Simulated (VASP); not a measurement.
# Se (P3_221) in VASP: notebook, part 2 of 2

VASP 6.6.1. Earlier steps stand in the parts before.

**3. Single point, PBEsol (volume scaled by 1.01)**

The input, INCAR:

```
PREC = Accurate
ENCUT = 520
EDIFF = 1E-6
ISMEAR = -1
SIGMA = 0.02
LREAL = False
LASPH = True
NELM = 80
ALGO = Normal
ISIF = 2
LWAVE = False
LCHARG = False
GGA = PS
NBANDS = 16
```

The input, KPOINTS:

```
Automatic mesh
0
Gamma
  8 8 6
```

The input, POSCAR:

```
Se
1.0
    4.3696387861      0.0000000000      0.0000000000
   -2.1848193931      3.7842181942      0.0000000000
    0.0000000000      0.0000000000      4.9658934763
Se
3
Direct
    0.2170000000      0.0000000000      0.1666666667
    0.0000000000      0.2170000000      0.8333333333
    0.7830000000      0.7830000000      0.5000000000
```

Potentials or basis: VASP PAW PBE potentials, release 64 (Se).

Run with:

```
> cat potpaw_PBE.64/Se/POTCAR > POTCAR
> mpirun -np 1 vasp_std > vasp.out
```

OUTCAR:

```text
PREC = Accurate
   ENCUT = 520
   EDIFF = 1E-6
   ISMEAR = -1
   LREAL = False
   LASPH = True
   NELM = 80
   ISIF = 2
   GGA = PS

 ion  position               nearest neighbor table
   1  0.217  0.000  0.167-   3 2.33   2 2.33
   2  0.000  0.217  0.833-   3 2.33   1 2.33
   3  0.783  0.783  0.500-   1 2.33   2 2.33

  LATTYP: Found a hexagonal cell.
 ALAT       =     4.3696387861
 C/A-ratio  =     1.1364539998

  Lattice vectors:

[... 629 lines left out ...]
      3      -8.6386      2.00000
      4      -2.8137      2.00000
      5      -2.5491      2.00000
      6      -0.8318      2.00000
[... 8 lines left out ...]
     15      11.0857      0.00000
     16      12.0137      0.00000

 [... further k-points ...]
[... 5 lines left out ...]
  --------------------------------------------------------------------------------------
  -------------------------------------------------------------------------------------
  Total        0.9209917      0.9209917      1.9809343     -0.0000000      0.0000000     -0.0000000
  in kB       17.9699639     17.9699639     38.6510718     -0.0000000      0.0000000     -0.0000000
  external PRESSURE =      24.8636666 kB  Pullay stress =       0.0000000 kB

 VOLUME and BASIS-vectors are now :
 -----------------------------------------------------------------------------
  energy-cutoff  :      520.00
  volume of cell :       82.11
      direct lattice vectors                 reciprocal lattice vectors
     4.369638786  0.000000000  0.000000000     0.228851868  0.132127688  0.000000000
    -2.184819393  3.784218194  0.000000000     0.000000000  0.264255376  0.000000000
     0.000000000  0.000000000  4.965893476     0.000000000  0.000000000  0.201373631

 POSITION                                       TOTAL-FORCE (eV/Angst)
 -----------------------------------------------------------------------------------
      0.94821      0.00000      0.82765         0.945400     -0.000000      0.000000
     -0.47411      0.82118      4.13824        -0.472700      0.818740     -0.000000
      1.71071      2.96304      2.48295        -0.472700     -0.818740      0.000000
 -----------------------------------------------------------------------------------
    total drift:                                0.000001      0.000001      0.000000

  FREE ENERGIE OF THE ION-ELECTRON SYSTEM (eV)
  ---------------------------------------------------
  free  energy   TOTEN  =       -11.4208219342 eV

  energy  without entropy=      -11.4208219342  energy(sigma->0) =      -11.42082193
```

stdout:

```text
POSCAR found type information on POSCAR Se
 POSCAR found :  1 types and       3 ions
 scaLAPACK will be used
 -----------------------------------------------------------------------------
|                                                                             |
|                                                                             |
|     You enforced a specific xc type in the INCAR file but a different       |
|     I HOPE YOU KNOW WHAT YOU ARE DOING!                                     |
|                                                                             |
 -----------------------------------------------------------------------------

 LDA part: xc-table for (Slater+PW92), standard interpolation
 POSCAR, INCAR and KPOINTS ok, starting setup
 FFT: planning ... GRIDC
 FFT: planning ... GRID_SOFT
 FFT: planning ... GRID
 WAVECAR not read
 entering main loop
```

Run time: 43 s. Hardware: 1 thread of AMD EPYC 7R43 (Zen 3), shared host; peak memory 0.18 GiB.

Results:

- Free energy: -11.4208 eV
- Pressure: 2.5 GPa
- Largest force: 0.945 eV/Å
- Band gap on the k mesh: 1.04 eV, indirect (least direct gap 1.11 eV)

Forces in eV/Å, atoms in the order of the input:
```
Se   0.945  0.000  0.000
Se  -0.473  0.819  0.000
Se  -0.473 -0.819  0.000
```

Caveat: the PAW data sets were made with another functional, which shifts forces and pressure a little.

**4. Single point, PBEsol (volume scaled by 1.04)**

The input, INCAR:

```
ALGO = Normal
EDIFF = 1E-6
ENCUT = 520
GGA = PS
ISIF = 2
ISMEAR = -1
LASPH = True
LCHARG = False
LREAL = False
LWAVE = False
NBANDS = 16
NELM = 60
PREC = Accurate
SIGMA = 0.02
```

The input, KPOINTS:

```
k-points
0
Gamma
  8 8 6
```

The input, POSCAR:

```
Se
1.0
    4.4124811141      0.0000000000      0.0000000000
   -2.2062405570      3.8213207385      0.0000000000
    0.0000000000      0.0000000000      5.0145818112
Se
3
Direct
    0.2170000000      0.0000000000      0.1666666667
    0.0000000000      0.2170000000      0.8333333333
    0.7830000000      0.7830000000      0.5000000000
```

Run with:

```
> cat potpaw_PBE.64/Se/POTCAR > POTCAR
> mpirun -np 1 vasp_std > vasp.out
```

It took 55 s on 1 thread of AMD EPYC 7R43 (Zen 3), shared host; peak memory 0.2 GiB.

Results (log left out):

```
Free energy            : -11.4451 eV
Pressure               : 0.7 GPa
Largest force          : 0.599 eV/Å
Band gap on the k mesh : 1.02 eV, indirect (least direct gap 1.08 eV)
```

Forces in eV/Å, atoms in the order of the input:
```
Se   0.599  0.000  0.000
Se  -0.300  0.519  0.000
Se  -0.300 -0.519  0.000
```

Stress tensor (GPa, compression positive):
```
0.43 0.00 0.00
0.00 0.43 0.00
0.00 0.00 1.33
```

Levels at points of the mesh, in eV from the valence-band top:
| k point | band 6 | band 7 | band 8 | band 9 | band 10 | band 11 | band 12 | band 13 |
| --- | --- | --- | --- | --- | --- | --- | --- | --- |
| (0.00, 0.00, 0.00) | -3.62 | -2.04 | -2.04 | -0.35 | 1.96 | 1.96 | 2.40 | 5.75 |
| (0.50, 0.00, 0.00) | -3.29 | -2.84 | -1.86 | -0.98 | 1.99 | 2.52 | 4.13 | 5.36 |
| (0.00, 0.00, 0.50) | -3.36 | -1.46 | -1.46 | -1.12 | 1.25 | 1.37 | 1.37 | 6.14 |
| (0.50, 0.00, 0.50) | -4.20 | -1.75 | -1.33 | 0.00 | 1.46 | 2.74 | 3.05 | 6.12 |

Caveat: the PAW data sets were made with another functional, which shifts forces and pressure a little. A k mesh can miss the band edges.

**5. Single point, PBEsol (zz strain of -2 %)**

The input, INCAR:

```
SYSTEM = Se
PREC     = Accurate       ! precision mode
ENCUT    = 520            ! plane-wave cutoff, eV
EDIFF    = 1E-6           ! SCF threshold, eV
ISMEAR   = -1             ! smearing method
SIGMA    = 0.02           ! smearing width, eV
LREAL    = .FALSE.        ! projectors in reciprocal space
LASPH    = .TRUE.         ! aspherical terms in the spheres
NELM     = 60             ! most SCF steps
ALGO     = Normal         ! electronic algorithm
ISIF     = 2              ! what is computed and relaxed
LWAVE    = .FALSE.        ! write WAVECAR
LCHARG   = .FALSE.        ! write CHGCAR
GGA      = PS             ! functional
NBANDS   = 16             ! bands
```

The input, KPOINTS:

```
Automatic mesh
0
G
  8 8 6
  0 0 0
```

The input, POSCAR:

```
Se
1.0
    4.3551696776      0.0000000000      0.0000000000
   -2.1775848388      3.7716875786      0.0000000000
    0.0000000000      0.0000000000      4.8504610000
Se
3
Direct
    0.2170000000      0.0000000000      0.1666666667
    0.0000000000      0.2170000000      0.8333333333
    0.7830000000      0.7830000000      0.5000000000
```

Run with:

```
> cat potpaw_PBE.64/Se/POTCAR > POTCAR
> mpirun -np 1 vasp_std > vasp.out
```

Run time: 24 s. Hardware: 1 thread of Intel Xeon Platinum 8488C (Sapphire Rapids), shared host; peak memory 0.2 GiB.

It converged, with:

| Item | Value |
| --- | --- |
| Free energy | -11.3422 eV |
| Pressure | 5.1 GPa |
| Largest force | 1.398 eV/Å |
| Band gap on the k mesh | 1.21 eV, indirect (least direct gap 1.32 eV) |

Forces on the atoms (eV/Å):
```
Se   1.398  0.000  0.000
Se  -0.699  1.211  0.000
Se  -0.699 -1.211  0.000
```

Stress tensor (GPa, compression positive):
```
3.72 0.00 0.00
0.00 3.72 0.00
0.00 0.00 7.93
```

Levels at points of the mesh, in eV from the valence-band top:
| k point | band 5 | band 6 | band 7 | band 8 | band 9 | band 10 | band 11 | band 12 | band 13 | band 14 |
| --- | --- | --- | --- | --- | --- | --- | --- | --- | --- | --- |
| (0.00, 0.00, 0.00) | -4.15 | -4.04 | -2.38 | -2.38 | -0.47 | 2.08 | 2.08 | 2.32 | 5.83 | 6.18 |
| (0.50, 0.00, 0.00) | -5.02 | -3.65 | -3.06 | -2.08 | -1.13 | 2.04 | 2.58 | 4.39 | 5.18 | 7.33 |
| (0.00, 0.00, 0.50) | -3.69 | -3.69 | -1.75 | -1.75 | -1.24 | 1.26 | 1.26 | 1.29 | 5.98 | 7.12 |
| (0.50, 0.00, 0.50) | -4.80 | -4.57 | -2.02 | -1.48 | 0.00 | 1.66 | 2.71 | 3.22 | 6.09 | 7.78 |

Caveat: the cell differs from its parent crystal (zz strain of -2 %); the PAW data sets were made with another functional, which shifts forces and pressure a little.

**6. Single point, PBEsol (zz strain of -1 %)**

The input, INCAR:

```
SYSTEM = Se
ALGO     = Normal         ! electronic algorithm
EDIFF    = 1E-6           ! SCF threshold, eV
ENCUT    = 520            ! plane-wave cutoff, eV
GGA      = PS             ! functional
ISIF     = 2              ! what is computed and relaxed
ISMEAR   = -1             ! smearing method
LASPH    = .True.         ! aspherical terms in the spheres
LCHARG   = .False.        ! write CHGCAR
LREAL    = .False.        ! projectors in reciprocal space
LWAVE    = .False.        ! write WAVECAR
NBANDS   = 16             ! bands
NELM     = 60             ! most SCF steps
PREC     = Accurate       ! precision mode
SIGMA    = 0.02           ! smearing width, eV
```

The input, KPOINTS:

```
k-points
0
Gamma
  8 8 6
  0 0 0
```

Edit POSCAR of step 5 so:

```diff
@@ -4,3 +4,3 @@
    -2.1775848388      3.7716875786      0.0000000000
-    0.0000000000      0.0000000000      4.8504610000
+    0.0000000000      0.0000000000      4.8999555000
 Se
```

Potentials or basis: VASP PAW PBE potentials, release 64 (Se).

Run with:

```
> cat potpaw_PBE.64/Se/POTCAR > POTCAR
> mpirun -np 1 vasp_std > vasp.out
```

Wall time 24 s (1 thread of Intel Xeon Platinum 8488C (Sapphire Rapids), shared host); peak memory 0.2 GiB.

Results (log left out):

```yaml
Free_energy: -11.3783 eV
Pressure: 4.1 GPa
Largest_force: 1.228 eV/Å
Band_gap_on_the_k_mesh: 1.13 eV, indirect (least direct gap 1.22 eV)
```

Forces in eV/Å, atoms in the order of the input:
```
Se   1.228  0.000  0.000
Se  -0.614  1.064  0.000
Se  -0.614 -1.064  0.000
```

Stress tensor (GPa, compression positive):
```
2.99 0.00 0.00
0.00 2.99 0.00
0.00 0.00 6.33
```

Levels at points of the mesh, in eV from the valence-band top:
```
           k point  band 7  band 8  band 9  band 10  band 11  band 12
(0.00, 0.00, 0.00)   -2.29   -2.29   -0.44     2.04     2.04     2.36
(0.50, 0.00, 0.00)   -3.03   -2.03   -1.10     2.03     2.57     4.35
(0.00, 0.00, 0.50)   -1.67   -1.67   -1.23     1.26     1.30     1.30
(0.50, 0.00, 0.50)   -1.96   -1.47    0.00     1.58     2.74     3.18
```

Caveat: the cell differs from its parent crystal (zz strain of -1 %); the PAW data sets were made with another functional, which shifts forces and pressure a little. A k mesh can miss the band edges.

**7. The runs side by side**

```csv
cell,gap on the mesh (eV),pressure (GPa),largest force (eV/Å)
"a = 4.355, b = 4.355, c = 4.949 Å, angles 90.0, 90.0, 120.0°, 3 atoms",1.05,3.1,1.07
"a = 4.370, b = 4.370, c = 4.966 Å, angles 90.0, 90.0, 120.0°, 3 atoms",1.04,2.5,0.95
"a = 4.412, b = 4.412, c = 5.015 Å, angles 90.0, 90.0, 120.0°, 3 atoms",1.02,0.7,0.60
"a = 4.355, b = 4.355, c = 4.850 Å, angles 90.0, 90.0, 120.0°, 3 atoms",1.21,5.1,1.40
"a = 4.355, b = 4.355, c = 4.900 Å, angles 90.0, 90.0, 120.0°, 3 atoms",1.13,4.1,1.23
```

Alike in all rows: task single point; level PBEsol; potentials or basis VASP PAW PBE potentials, release 64 (Se); no spin polarisation; k mesh 8 × 8 × 6; cutoff (eV) 520; smearing fermi-dirac 0.02 eV.

Caveats: the PAW data sets were made with another functional, which shifts forces and pressure a little.

Total energies depend on the potentials used, so only differences within one code and one set of settings carry meaning.
